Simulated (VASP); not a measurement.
# Sn in VASP: notebook

The runs below take Sn through single point, with PBE.

Everything below comes from runs of VASP 6.6.1. Logs are shortened: lines on timing, memory, paths and dates and some standing lists are left out, and cuts for length are marked.

### Step 1. The cell of the first run

The cell holds a slab with vacuum, 16 atoms: a = 9.413 Å, b = 9.413 Å, c = 20.804 Å, α = 90.00°, β = 90.00°, γ = 120.00°.

### Step 2. Single point, PBE

The input, INCAR:

```
SYSTEM = Sn
ALGO     = Normal         ! electronic algorithm
DIPOL    = 0.5 0.5 0.502
EDIFF    = 1E-6           ! SCF threshold, eV
ENCUT    = 400            ! plane-wave cutoff, eV
GGA      = PE             ! functional
GGA_COMPAT= .False.      
IDIPOL   = 3            
ISIF     = 2              ! what is computed and relaxed
ISMEAR   = 0              ! smearing method
LASPH    = .True.         ! aspherical terms in the spheres
LCHARG   = .False.        ! write CHGCAR
LDIPOL   = .True.       
LREAL    = .False.        ! projectors in reciprocal space
LWAVE    = .False.        ! write WAVECAR
NBANDS   = 126            ! bands
NELM     = 120            ! most SCF steps
NELMDL   = -8           
PREC     = Accurate       ! precision mode
SIGMA    = 0.1            ! smearing width, eV
```

The input, KPOINTS:

```
k-points
0
Gamma
  3 3 1
  0 0 0
```

The input, POSCAR:

```
Sn
1.0
    9.4134233238      0.0000000000      0.0000000000
   -4.7067116619      8.1522637350      0.0000000000
    0.0000000000      0.0000000000     20.8037674742
Sn
16
Direct
    0.6666666667      0.3333333333      0.3845457324
    0.6666666667      0.8333333333      0.3845457324
    0.1666666667      0.3333333333      0.3845457324
    0.1666666667      0.8333333333      0.3845457324
    0.5000000000      0.5000000000      0.4307274394
    0.5000000000      0.0000000000      0.4307274394
    0.0000000000      0.5000000000      0.4307274394
    0.0000000000      0.0000000000      0.4307274394
    0.0000000000      0.5000000000      0.5745761105
    0.0000000000      0.0000000000      0.5745761105
    0.5000000000      0.5000000000      0.5745761105
    0.5000000000      0.0000000000      0.5745761105
    0.8333333333      0.6666666667      0.6185835716
    0.8333333333      0.1666666667      0.6185835716
    0.3333333333      0.6666666667      0.6185835716
    0.3333333333      0.1666666667      0.6185835716
```

Potentials or basis: VASP PAW PBE potentials, release 64 (Sn_d).

Run with:

```sh
$ cat potpaw_PBE.64/Sn_d/POTCAR > POTCAR
$ mpirun -np 1 vasp_std > vasp.out
```

OUTCAR:

```text
SYSTEM = Sn
   EDIFF = 1E-6
   ENCUT = 400
   GGA = PE
   ISIF = 2
   ISMEAR = 0
   LASPH = .True.
   LREAL = .False.
   NELM = 120
   NELMDL = -8
   PREC = Accurate

 ion  position               nearest neighbor table
   1  0.667  0.333  0.385-   7 2.88   6 2.88   5 2.88
   2  0.667  0.833  0.385-   8 2.88   5 2.88   6 2.88
   3  0.167  0.333  0.385-   5 2.88   8 2.88   7 2.88
   4  0.167  0.833  0.385-   6 2.88   7 2.88   8 2.88
   5  0.500  0.500  0.431-   3 2.88   2 2.88   1 2.88  11 2.99
   6  0.500  0.000  0.431-   4 2.88   1 2.88   2 2.88  12 2.99
   7  0.000  0.500  0.431-   1 2.88   4 2.88   3 2.88   9 2.99
   8  0.000  0.000  0.431-   2 2.88   3 2.88   4 2.88  10 2.99
   9  0.000  0.500  0.575-  15 2.87  14 2.87  13 2.87   7 2.99
  10  0.000  0.000  0.575-  16 2.87  13 2.87  14 2.87   8 2.99
  11  0.500  0.500  0.575-  13 2.87  16 2.87  15 2.87   5 2.99
  12  0.500  0.000  0.575-  14 2.87  15 2.87  16 2.87   6 2.99
  13  0.833  0.667  0.619-  11 2.87  10 2.87   9 2.87
  14  0.833  0.167  0.619-  12 2.87   9 2.87  10 2.87
  15  0.333  0.667  0.619-   9 2.87  12 2.87  11 2.87
  16  0.333  0.167  0.619-  10 2.87  11 2.87  12 2.87

  LATTYP: Found a hexagonal cell.
 ALAT       =     9.4134233238
 C/A-ratio  =     2.2100108280

  Lattice vectors:

 A1 = (   9.4134233238,   0.0000000000,   0.0000000000)
 A2 = (  -4.7067116619,   8.1522637350,   0.0000000000)
 A3 = (   0.0000000000,   0.0000000000,  20.8037674742)

Analysis of symmetry for initial positions (statically):
=====================================================================
 Subroutine PRICEL returns following result:

  LATTYP: Found a hexagonal cell.
 ALAT       =     4.7067116619
 C/A-ratio  =     4.4200216560

  Lattice vectors:

 A1 = (   4.7067116619,   0.0000000000,   0.0000000000)
 A2 = (  -2.3533558310,   4.0761318675,   0.0000000000)
 A3 = (   0.0000000000,   0.0000000000,  20.8037674742)

   4 primitive cells build up your supercell.

 Routine SETGRP: Setting up the symmetry group for a
 hexagonal supercell.

 Subroutine GETGRP returns: Found  6 space group operations
 (whereof  6 operations were pure point group operations)
 out of a pool of 24 trial point group operations.

The static configuration has the point symmetry C_3v.

Analysis of symmetry for dynamics (positions and initial velocities):
=====================================================================
 Subroutine PRICEL returns following result:

  LATTYP: Found a hexagonal cell.
 ALAT       =     4.7067116619
 C/A-ratio  =     4.4200216560

  Lattice vectors:

 A1 = (   4.7067116619,   0.0000000000,   0.0000000000)
 A2 = (  -2.3533558310,   4.0761318675,   0.0000000000)
 A3 = (   0.0000000000,   0.0000000000,  20.8037674742)

   4 primitive cells build up your supercell.

 Routine SETGRP: Setting up the symmetry group for a
 hexagonal supercell.

 Subroutine GETGRP returns: Found  6 space group operations
 (whereof  6 operations were pure point group operations)
 out of a pool of 24 trial point group operations.

The dynamic configuration has the point symmetry C_3v.

 Subroutine INISYM returns: Found  6 space group operations
 (whereof  6 operations are pure point group operations),
 and found     4 'primitive' translations

----------------------------------------------------------------------------------------

                                     Primitive cell

  volume of cell :     399.1240

  direct lattice vectors                    reciprocal lattice vectors
     4.706711662  0.000000000  0.000000000     0.212462558  0.122665315  0.000000000
    -2.353355831  4.076131868  0.000000000     0.000000000  0.245330630  0.000000000
     0.000000000  0.000000000 20.803767474     0.000000000  0.000000000  0.048068217

  length of vectors
     4.706711662  4.706711662 20.803767474     0.245330630  0.245330630  0.048068217

  position of ions in fractional coordinates (direct lattice)
     0.333333333  0.666666667  0.384545732
     0.000000000  1.000000000  0.430727439
     0.000000000  1.000000000  0.574576110
     0.666666667  0.333333333  0.618583572

  ion indices of the primitive-cell ions
   primitive index   ion index
                 1           1
                 2           5
                 3          11
                 4          14

----------------------------------------------------------------------------------------

 KPOINTS: k-points

Automatic generation of k-mesh.
 Grid dimensions read from file:
 generate k-points for:    3    3    1

 Generating k-lattice:

  Cartesian coordinates                     Fractional coordinates (reciprocal lattice)
     0.035410426  0.020444219  0.000000000     0.333333333 -0.000000000  0.000000000
     0.000000000  0.040888438  0.000000000     0.000000000  0.333333333  0.000000000
     0.000000000  0.000000000  0.048068217     0.000000000  0.000000000  1.000000000

  Length of vectors
     0.040888438  0.040888438  0.048068217

  Shift w.r.t. Gamma in fractional coordinates (k-lattice)
     0.000000000  0.000000000  0.000000000

 Subroutine IBZKPT returns following result:
 ===========================================

 Found      3 irreducible k-points:

 Following reciprocal coordinates:
            Coordinates               Weight
  0.000000  0.000000  0.000000      1.000000
  0.333333 -0.000000  0.000000      6.000000
  0.333333  0.333333  0.000000      2.000000
   k-points           NKPTS =      3   k-points in BZ     NKDIM =      3   number of bands    NBANDS=    126
   number of dos      NEDOS =    301   number of ions     NIONS =     16
   total plane-waves  NPLWV = 573440
   dimension x,y,z NGX =    64 NGY =   64 NGZ =  140
   dimension x,y,z NGXF=   128 NGYF=  128 NGZF=  280
   ions per type =              16
   NGX,Y,Z   is equivalent  to a cutoff of  11.30, 11.30, 11.19 a.u.
   NGXF,Y,Z  is equivalent  to a cutoff of  22.61, 22.61, 22.38 a.u.
 SYSTEM =  Sn
   PREC   = accura    normal or accurate (medium, high low for compatibility)
   ISTART =      0    job   : 0-new  1-cont  2-samecut
   ICHARG =      2    charge: 1-file 2-atom 10-const
   ISPIN  =      1    spin polarized calculation?
   LNONCOLLINEAR =      F non collinear calculations
   LSORBIT =      F    spin-orbit coupling
   LASPH  =      T    aspherical Exc in radial PAW
   ENCUT  =  400.0 eV  29.40 Ry    5.42 a.u.  15.35 15.35 33.93*2*pi/ulx,y,z
   NELM   =    120;   NELMIN=  2; NELMDL= -8     # of ELM steps
   EDIFF  = 0.1E-05   stopping-criterion for ELM
   LREAL  =      F    real-space projection
[... 7 lines left out ...]
   TEBEG  =    0.0;   TEEND  =   0.0 temperature during run
   PSTRESS=    0.0 pullay stress
   NELECT =     224.0000    total number of electrons
   NUPDOWN=      -1.0000    fix difference up-down
   EMIN   =  10.00;   EMAX   =-10.00  energy-range for DOS
   EFERMI =   0.00;   METHOD = LEGACY
   ISMEAR =     0;   SIGMA  =   0.10  broadening in eV -4-tet -1-fermi 0-gaus
   EFERMI_NEDOS =   21; number of points for ismear=-14 and -15
   IALGO  =     38    algorithm
   IMIX   =      4    mixing-type and parameters
     AMIX     =   0.40;   BMIX     =  1.00
     AMIX_MAG =   1.60;   BMIX_MAG =  1.00
  volume/ion in A,a.u.               =      99.78       673.36
  Fermi-wavevector in a.u.,A,eV,Ry     =   0.850684  1.607560  9.846035  0.723663
  Thomas-Fermi vector in A             =   1.966700
   LORBIT       =      0    0 simple, 1 ext, 2 COOP (PROOUT), +10 PAW based schemes
   GGA     = PE    functional components
   LHFCALC =     F    Hartree Fock is set to
   AEXX    =    0.0000 exact exchange contribution
   IVDW    =     0    specifies the selected vdW correction
   LEPSILON=     F    determine dielectric tensor
   LRPA    =     F    only Hartree local field effects (RPA)
 non-spin polarized calculation
 Gauss-broadening in eV      SIGMA  =   0.10
  energy-cutoff  :      400.00
  volume of cell :     1596.50
 maximum number of plane-waves:     29000
 NGX is ok and might be reduce to    64

 dipolmoment           0.000000      0.000000      0.274293 electrons x Angstroem

 number of electron     224.0000035 magnetization

 dipolmoment           0.000000      0.000000     -0.013533 electrons x Angstroem

 Free energy of the ion-electron system (eV)
  ---------------------------------------------------
  ext. energy  EPLUGINS =         0.00000000
  ---------------------------------------------------
  free energy    TOTEN  =       -56.35210768 eV

  energy without entropy =      -56.32701887  energy(sigma->0) =      -56.33956327

 E-fermi :  -0.9844     XC(G=0):  -3.7948

 val. band max:       -1.0597865097   @ k =   0.3333   0.3333   0.0000
 cond. band min:      -0.9431142410   @ k =   0.0000   0.0000   0.0000
 fundamental gap:      0.1166722688
 Fermi energy:        -0.9843765559

 k-point     1 :       0.0000    0.0000    0.0000
  band No.  band energies     occupation
      1     -22.3592      2.00000
      2     -22.3592      2.00000
      3     -22.3592      2.00000
      4     -22.3441      2.00000
      5     -22.3441      2.00000
      6     -22.3441      2.00000
[... 116 lines left out ...]
    123       0.4766      0.00000
    124       0.4766      0.00000

 k-point     2 :       0.3333   -0.0000    0.0000
  band No.  band energies     occupation
      1     -22.3596      2.00000
      2     -22.3596      2.00000
      3     -22.3572      2.00000
      4     -22.3538      2.00000
      5     -22.3538      2.00000
      6     -22.3450      2.00000
[... 116 lines left out ...]
    123       1.6214      0.00000
    124       1.6214      0.00000

 k-point     3 :       0.3333    0.3333    0.0000
  band No.  band energies     occupation
      1     -22.3630      2.00000
      2     -22.3607      2.00000
      3     -22.3545      2.00000
      4     -22.3545      2.00000
      5     -22.3545      2.00000
      6     -22.3456      2.00000
[... 116 lines left out ...]
    123       1.6204      0.00000
    124       1.8666      0.00000
 [bands above 124 left out]

------------------------ aborting loop because EDIFF is reached ----------------------------------------

 vacuum level on the upper side and lower side of the slab       (xc-potential included)        -0.140        -0.112

  FORCE on cell =-STRESS in cart. coord.  units (eV):
  Direction    XX          YY          ZZ          XY          YZ          ZX
  --------------------------------------------------------------------------------------
  -------------------------------------------------------------------------------------
  Total       -1.8721970     -1.8721970     -0.6444853      0.0000000      0.0000000      0.0000000
  in kB       -1.8788596     -1.8788596     -0.6467789      0.0000000      0.0000000      0.0000000
  external PRESSURE =      -1.4681660 kB  Pullay stress =       0.0000000 kB

 VOLUME and BASIS-vectors are now :
 -----------------------------------------------------------------------------
  energy-cutoff  :      400.00
  volume of cell :     1596.50
      direct lattice vectors                 reciprocal lattice vectors
     9.413423324  0.000000000  0.000000000     0.106231279  0.061332658  0.000000000
    -4.706711662  8.152263735  0.000000000     0.000000000  0.122665315  0.000000000
     0.000000000  0.000000000 20.803767474     0.000000000  0.000000000  0.048068217

 POSITION                                       TOTAL-FORCE (eV/Angst)
 -----------------------------------------------------------------------------------
      4.70671      2.71742      8.00000         0.000000     -0.000000      0.089194
      2.35336      6.79355      8.00000        -0.000000      0.000000      0.089194
      0.00000      2.71742      8.00000        -0.000000      0.000000      0.089194
     -2.35336      6.79355      8.00000         0.000000      0.000000      0.089194
      2.35336      4.07613      8.96075         0.000000      0.000000     -0.083600
      4.70671      0.00000      8.96075         0.000000      0.000000     -0.083600
[... 8 lines left out ...]
     -0.00000      5.43484     12.86887        -0.000000     -0.000000      0.012453
      2.35336      1.35871     12.86887         0.000000      0.000000      0.012453
 -----------------------------------------------------------------------------------
    total drift:                                0.000000     -0.000000     -0.005252

  FREE ENERGIE OF THE ION-ELECTRON SYSTEM (eV)
  ---------------------------------------------------
  free  energy   TOTEN  =       -56.3521076815 eV

  energy  without entropy=      -56.3270188666  energy(sigma->0) =      -56.33956327

 vacuum level on the upper side and lower side of the slab         3.156         3.185
```

Run time: 22 min. Hardware: 1 thread of AMD EPYC 7R43 (Zen 3), shared host; peak memory 1.1 GiB.

What came out:

| Property | Result |
| --- | --- |
| Free energy | -56.3521 eV |
| Largest force | 0.089 eV/Å |
| Band gap on the k mesh | zero (bands 112 and 113 overlap by 0.12 eV) |

Forces on the atoms (eV/Å):
```
Sn   0.000  0.000  0.089
Sn   0.000  0.000  0.089
Sn   0.000  0.000  0.089
Sn   0.000  0.000  0.089
Sn   0.000  0.000 -0.084
Sn   0.000  0.000 -0.084
Sn   0.000  0.000 -0.084
Sn   0.000  0.000 -0.084
Sn   0.000  0.000 -0.018
Sn   0.000  0.000 -0.018
Sn   0.000  0.000 -0.018
Sn   0.000  0.000 -0.018
Sn   0.000  0.000  0.012
Sn   0.000  0.000  0.012
Sn   0.000  0.000  0.012
Sn   0.000  0.000  0.012
```

Caveat: spin-orbit coupling is left out, which moves the levels of the heavy elements.

### Step 3. Single point, PBE

This run uses another cell than the first one: it holds 6 atoms, not 16.

The input, INCAR:

```
SYSTEM = Sn
PREC = Accurate
ENCUT = 520
EDIFF = 1E-6
ISMEAR = 0
SIGMA = 0.1
LREAL = .FALSE.
LASPH = .TRUE.
NELM = 80
ALGO = Fast
ISIF = 2
LWAVE = .FALSE.
LCHARG = .FALSE.
LDIPOL = .TRUE.
IDIPOL = 3
DIPOL = 0.5 0.5 0.500
GGA = PE
NBANDS = 51
```

The input, KPOINTS:

```
Automatic mesh
0
G
  9 9 1
  0 0 0
```

The input, POSCAR:

```
Sn
1.0
    4.7067117298      0.0000000000      0.0000000000
   -2.3533558649      4.0761319263      0.0000000000
    0.0000000000      0.0000000000     23.6467815783
Sn
6
Direct
    0.3333333333      0.6666666667      0.3171678977
    0.0000000000      0.0000000000      0.3577972537
    0.0000000000      0.0000000000      0.4796853220
    0.6666666667      0.3333333333      0.5203146780
    0.6666666667      0.3333333333      0.6422027463
    0.3333333333      0.6666666667      0.6828321023
```

Potentials or basis: VASP PAW PBE potentials, release 64 (Sn_d).

Run with:

```sh
$ cat potpaw_PBE.64/Sn_d/POTCAR > POTCAR
$ mpirun -np 1 vasp_std > vasp.out
```

Run time: 5.4 min. Hardware: 1 thread of Intel Xeon 6975P-C (Granite Rapids), shared host; peak memory 0.62 GiB.

It converged, with:

* Free energy: -21.6002 eV
* Largest force: 0.244 eV/Å
* Band gap on the k mesh: zero (bands 42 and 43 overlap by 0.13 eV)

Forces in eV/Å, atoms in the order of the input:
```
Sn   0.000  0.000  0.022
Sn   0.000  0.000 -0.244
Sn   0.000  0.000  0.195
Sn   0.000  0.000 -0.195
Sn   0.000  0.000  0.244
Sn   0.000  0.000 -0.022
```

Levels at points of the mesh, in eV from the Fermi level:
| k point | band 39 | band 40 | band 41 | band 42 | band 43 | band 44 | band 45 | band 46 |
| --- | --- | --- | --- | --- | --- | --- | --- | --- |
| (0.00, 0.00, 0.00) | -0.22 | -0.22 | 0.14 | 0.15 | 0.15 | 0.43 | 0.86 | 1.02 |

Caveat: spin-orbit coupling is left out, which moves the levels of the heavy elements.

### Step 4. Single point, PBE

This run uses another cell than the first one: it holds 6 atoms, not 16.

The input, INCAR:

```
ALGO = Fast
DIPOL = 0.5 0.5 0.500
EDIFF = 1E-7
ENCUT = 520
GGA = PE
IDIPOL = 3
ISIF = 2
ISMEAR = 0
LASPH = True
LCHARG = False
LDIPOL = True
LREAL = False
LWAVE = False
NBANDS = 51
NELM = 60
PREC = Accurate
SIGMA = 0.1
```

The input, KPOINTS:

```
k-points
0
Gamma
  9 9 1
```

The input, POSCAR:

```
Sn
1.0
    4.7067117298      0.0000000000      0.0000000000
   -2.3533558649      4.0761319263      0.0000000000
    0.0000000000      0.0000000000     23.6467815783
Sn
6
Direct
    0.3333333333      0.6666666667      0.3155330330
    0.0000000000      0.0000000000      0.3550280151
    0.0000000000      0.0000000000      0.4800607298
    0.6666666667      0.3333333333      0.5199392255
    0.6666666667      0.3333333333      0.6449721075
    0.3333333333      0.6666666667      0.6844668893
```

Run with:

```sh
$ cat potpaw_PBE.64/Sn_d/POTCAR > POTCAR
$ mpirun -np 1 vasp_std > vasp.out
```

Wall time 6 min (1 thread of Intel Xeon 6975P-C (Granite Rapids), shared host); peak memory 0.6 GiB.

Results (log left out):

```
Free energy            : -21.6157 eV
Largest force          : 0.018 eV/Å
Band gap on the k mesh : zero (bands 42 and 43 overlap by 0.08 eV)
```

Forces in eV/Å, atoms in the order of the input:
```
Sn   0.000  0.000 -0.004
Sn   0.000  0.000  0.008
Sn   0.000  0.000 -0.018
Sn   0.000  0.000  0.018
Sn   0.000  0.000 -0.008
Sn   0.000  0.000  0.004
```

Levels at points of the mesh, in eV from the Fermi level:
| k point | band 39 | band 40 | band 41 | band 42 | band 43 | band 44 | band 45 | band 46 |
| --- | --- | --- | --- | --- | --- | --- | --- | --- |
| (0.00, 0.00, 0.00) | -0.24 | -0.24 | 0.10 | 0.10 | 0.10 | 0.37 | 0.82 | 1.09 |

Caveat: spin-orbit coupling is left out, which moves the levels of the heavy elements.

### Step 5. Overview

| cell | k mesh | cutoff (eV) | gap on the mesh (eV) | largest force (eV/Å) |
| --- | --- | --- | --- | --- |
| a = 9.413, b = 9.413, c = 20.804 Å, angles 90.0, 90.0, 120.0°, 16 atoms, atomic positions A | 3 × 3 × 1 | 400 | none | 0.09 |
| a = 4.707, b = 4.707, c = 23.647 Å, angles 90.0, 90.0, 120.0°, 6 atoms, atomic positions B | 9 × 9 × 1 | 520 | none | 0.24 |
| a = 4.707, b = 4.707, c = 23.647 Å, angles 90.0, 90.0, 120.0°, 6 atoms, atomic positions C | 9 × 9 × 1 | 520 | none | 0.02 |

Alike in all rows: task single point; level PBE; potentials or basis VASP PAW PBE potentials, release 64 (Sn_d); no spin polarisation; smearing gaussian 0.1 eV.

Caveats: spin-orbit coupling is left out, which moves the levels of the heavy elements.

Total energies depend on the potentials used, so only differences within one code and one set of settings carry meaning.
